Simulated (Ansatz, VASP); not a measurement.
This is a calculation of Cu for Ansatz 0.2.0.

The input input.yaml:

```yaml
crystal:
  lattice:
    - [-1.44279332, 1.44279332, 1.37608145]
    - [1.44279332, -1.44279332, 1.37608145]
    - [1.44279332, 1.44279332, -1.37608145]
  atoms:
    - { symbol: Cu, position: [0.0, 0.0, 0.0] }
hamiltonian:
  xc: pbesol
  pseudopotentials: { kind: paw }
  dispersion: d4
kpoints:
  mp_grid: { grid: [13, 13, 13] }
scf:
  occupations: { method: fermi_dirac, width: 0.05 }
output:
  forces: true
  stress: true
  eigenvalues: true
relax:
  f_tol: 0.01
  max_steps: 40
  cell: { stress_tol: 0.05 }
```

Potentials or basis: Ansatz PAW.

The run is started by

```bash
$ ansatz run input.yaml --threads 2 --pin off --max-ram 5632MiB --backend cpu --events-out ev --progress --plain --runs-dir out
```

Question: Set up the same calculation for VASP 6.6.1. Potentials there: VASP PAW PBE potentials, release 64 (Cu).

Answer: As run (the cutoff follows the program's own potentials):

File INCAR:

```
ALGO = Normal ; EDIFF = 1E-6
EDIFFG = -0.01 ; ENCUT = 600
GGA = PS ; IBRION = 2
ISIF = 3 ; ISMEAR = -1
IVDW = 13 ; LASPH = True
LCHARG = False ; LREAL = False
LWAVE = False ; NELM = 100
NSW = 60 ; PREC = Accurate
SIGMA = 0.05
```

The input KPOINTS:

```
k-points
0
Gamma
  13 13 13
```

File POSCAR:

```
Cu
1.0
   -1.4427933200      1.4427933200      1.3760814500
    1.4427933200     -1.4427933200      1.3760814500
    1.4427933200      1.4427933200     -1.3760814500
Cu
1
Direct
    0.0000000000      0.0000000000      0.0000000000
```

Potentials or basis: VASP PAW PBE potentials, release 64 (Cu).

Run with:

```bash
$ cat potpaw_PBE.64/Cu/POTCAR > POTCAR
$ mpirun -np 1 vasp_std > vasp.out
```

Both were run:

|  | VASP | Ansatz | Ansatz less VASP |
| --- | --- | --- | --- |
| gap on the k mesh at the Fermi level, each at its own relaxed structure (eV) | none | none | - |
| relaxed volume (Å³/atom) | 11.13 | 11.07 | -0.053 |
| relaxed length of the cell vector where the two differ most in proportion (Å) | 2.437 | 2.433 | -0.0042 |

VASP's potentials were made for PBE, not for PBEsol. A gap of «none» marks a metal or a gap that the smearing closes. VASP's potentials hold 11 valence electrons a cell and Ansatz's 19, so a difference there can come from the potentials and not from the codes.

Noted on Ansatz's run: the plane-wave basis is chosen anew once the cell has moved, so the energies of steps on either side of that aren't comparable.
